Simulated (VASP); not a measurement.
Crystal: Os.

```
Os
1.0
     2.78772    0.00000    0.00000
    -1.39386    2.41424    0.00000
     0.00000    0.00000    4.40442
Os
2
Direct
  0.66667 0.33333 0.75000
  0.33333 0.66667 0.25000
```

Base run:

```yaml
Program: VASP 6.6.1
Functional: BLYP
Potentials_or_basis: VASP PAW PBE potentials, release 64 (Os)
Cutoff: 520 eV
k_mesh: 11 × 11 × 6
Occupations: fermi-dirac, width 0.05 eV
Spin: no spin polarisation
```

Its results: band gap on the k mesh zero (band 8 reaches 11.09 eV, above the bottom of band 9 at 7.54 eV); pressure 4.7 GPa.

Q: The run is repeated on the same cell with these changes: functional from BLYP to RPBE. What comes out?

A: Band gap on the k mesh zero (band 8 reaches 10.57 eV, above the bottom of band 9 at 7.04 eV); pressure -10.2 GPa.

Caveats: the PAW data sets were made with another functional, which shifts forces and pressure a little; spin-orbit coupling is left out, which moves the levels of the heavy elements.
